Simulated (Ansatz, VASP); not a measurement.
## One calculation of AlGaN2, two programs

```xyz
4
Lattice="3.2351 0.0000 0.0000 0.0000 3.2351 0.0000 0.0000 0.0000 4.2911" Properties=species:S:1:pos:R:3 pbc="T T T"
Al    1.6176    1.6176    2.1456
Ga    0.0000    0.0000    0.0000
N     1.6176    0.0000    3.1680
N     0.0000    1.6176    1.1231
```

Change from the starting cell: strain +0.030 along x and y, -0.030 along z, atoms carried along.

Alike in both runs: task single point; functional LDA; k mesh 8 × 8 × 6; occupations gaussian, width 0.05 eV; no spin polarisation.

|  | VASP | Ansatz |
| --- | --- | --- |
| version | VASP 6.6.1 | Ansatz 0.2.0 |
| potentials or method | VASP PAW LDA potentials, release 64 (Al, Ga_d, N), cutoff 520 eV | scalar-relativistic, plane waves, PAW |
| valence electrons in the cell | 26 | 26 |

Ansatz gave:

```
gap on the k mesh at the Fermi level (eV)                     : 2.70
least direct gap on the mesh (eV)                             : 2.70
pressure (GPa)                                                : -10.3
traceless stress, the component that is largest in VASP (GPa) : 4.67
rms of the force components (eV/Å)                            : 0.033
```

Question: What did VASP give for the same quantities?

Answer: gap on the k mesh at the Fermi level (eV): 2.71; least direct gap on the mesh (eV): 2.71; pressure (GPa): -9.6; traceless stress, the component that is largest in VASP (GPa): 4.64; rms of the force components (eV/Å): 0.022.

LDA's correlation is that of Perdew and Zunger in VASP and of Perdew and Wang (1992) in Ansatz. Atom by atom the forces differ by 0.011 eV/Å (rms over components).
